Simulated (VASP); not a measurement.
**Zr: electric field gradients with PBE**

The system is Zr.

```
Zr
1.0
     3.23200    0.00000    0.00000
    -1.61600    2.79899    0.00000
     0.00000    0.00000    5.14700
Zr
2
Direct
  0.33333 0.66667 0.25000
  0.66667 0.33333 0.75000
```

* Program: VASP 6.6.1
* Task: electric field gradients
* Functional: PBE
* Potentials or basis: VASP PAW PBE potentials, release 64 (Zr_sv)
* Cutoff: 520 eV
* k mesh: 13 × 13 × 7
* Occupations: fermi-dirac, width 0.03 eV
* Spin: non-collinear spin, zero start, spin-orbit coupling
* Starting moments: [[0.0, 0.0, 0.0], [0.0, 0.0, 0.0]] μB
* Dipole correction: no
* Further INCAR settings: ALGO = Normal; EDIFF = 1e-08; NBANDS = 36

The pressure is 0.5 GPa. The net moment is 0.00 μB per cell. The largest electric field gradient by atom is Zr +39.5 V/Å² and the valence electrons inside the program's atomic spheres are Zr 9.82.

Stress tensor (GPa, compression positive):
```
0.16 0.00 0.00
0.00 0.16 0.00
0.00 0.00 1.04
```

Moments on the atoms (μB; x, y, z):
```
Zr  0.00 0.00 0.00
Zr  0.00 0.00 0.00
```

Electric field gradients, principal values (V/Å²):
```
atom    least   middle  greatest (by size)
1 Zr  -19.746  -19.746              39.491
2 Zr  -19.746  -19.746              39.491
```

Wall time 4.5 min on 1 thread of Intel(R) Xeon(R) Platinum 8259CL CPU @ 2.50GHz (Skylake/Cascade Lake), on a shared host, peak memory 0.37 GiB.

Caveat: without QUAD_EFG the Cq values of the log hold for a quadrupole moment of 1 mb, not for the nuclei.
